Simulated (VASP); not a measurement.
A run of VASP 6.6.1 is set up as follows.

INCAR

```
SYSTEM = Ti
PREC = Accurate
ENCUT = 500
EDIFF = 1E-6
ISMEAR = 0
SIGMA = 0.1
LREAL = .False.
LASPH = .True.
NELM = 120
ALGO = Normal
ISIF = 2
LWAVE = .False.
LCHARG = .False.
GGA = PE
NBANDS = 19
GGA_COMPAT = .False.
```

Contents of KPOINTS:

```
regular mesh
0
Gamma
  18 18 10
  0 0 0
```

The input POSCAR:

```
Ti
1.0
    2.9387565292      0.0000000000      0.0000000000
   -1.4693782646      2.5450378098      0.0000000000
    0.0000000000      0.0000000000      4.6492623850
Ti
2
Direct
    0.3333333333      0.6666666667      0.2500000000
    0.6666666667      0.3333333333      0.7500000000
```

Potentials or basis: VASP PAW PBE potentials, release 64 (Ti_sv).

Run with:

```bash
$ cat potpaw_PBE.64/Ti_sv/POTCAR > POTCAR
$ mpirun -np 1 vasp_std > vasp.out
```

(1) Estimate the pressure.

(2) Estimate the band gap on the k mesh.

Results:

(1) -0.3 GPa.

(2) zero (band 12 reaches 9.10 eV, above the bottom of band 13 at 8.00 eV).
